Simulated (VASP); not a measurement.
Write the native input for VASP 6.6.1 that does the following.

| Item | Value |
| --- | --- |
| Task | relaxation of cell and atoms |
| Functional | PBE |
| Potentials or basis | VASP PAW PBE potentials, release 64 (Li_sv, Ta_sv_GW) |
| Cutoff | 880 eV |
| k mesh | 6 × 6 × 6 |
| Occupations | gaussian, width 0.1 eV |
| Spin | no spin polarisation |
| Dipole correction | no |
| Further INCAR settings | ALGO = Normal; EDIFF = 1e-07; IBRION = 2; EDIFFG = -0.04; NSW = 90; ISIF = 3 |

The structure of Li2Ta lies in POSCAR:

```
Li2Ta
1.0
    3.4489948828      0.0000000000      0.0000000000
   -1.7244974414      2.9869171860      0.0000000000
    0.0000000000      0.0000000000      3.7239977971
Li Ta
2 1
Direct
    0.3333333333      0.6666666667      0.5000000000
    0.6666666667      0.3333333333      0.5000000000
    0.0000000000      0.0000000000      0.0000000000
```

The input as run:

INCAR

```
PREC = Accurate ; ENCUT = 880
EDIFF = 1E-7 ; ISMEAR = 0
SIGMA = 0.1 ; LREAL = F
LASPH = T ; NELM = 120
ALGO = Normal ; ISIF = 3
LWAVE = F ; LCHARG = F
GGA = PE ; IBRION = 2
NSW = 90 ; EDIFFG = -0.04
GGA_COMPAT = F ; NELMIN = 4
```

KPOINTS

```
Automatic mesh
0
Gamma
  6 6 6
```

Potentials or basis: VASP PAW PBE potentials, release 64 (Li_sv, Ta_sv_GW).

Command:

```sh
$ cat potpaw_PBE.64/Li_sv/POTCAR potpaw_PBE.64/Ta_sv_GW/POTCAR > POTCAR
$ mpirun -np 1 vasp_std > vasp.out
```

It gave:

The relaxed volume is 13.84 Å³/atom, the relaxed cell is a = 3.146 Å, b = 3.146 Å, c = 4.844 Å, α = 90.00°, β = 90.00°, γ = 120.00° and the space group after relaxing (to 0.1 Å) is P6/mmm (No. 191). The energy gained by relaxing is 254.2 meV/atom. The ionic steps are 11 and the pressure after relaxing is 0.0 GPa. The band gap on the k mesh is zero (an odd number of electrons rules out a gap without spin polarisation).

Caveat: a cell axis changed by over 15 % at a fixed basis, so the end point is rough; spin-orbit coupling is left out, which moves the levels of the heavy elements.

It took 4.6 min on 1 thread of Intel(R) Xeon(R) Platinum 8259CL CPU @ 2.50GHz (Skylake/Cascade Lake), on a shared host, peak memory 0.24 GiB.
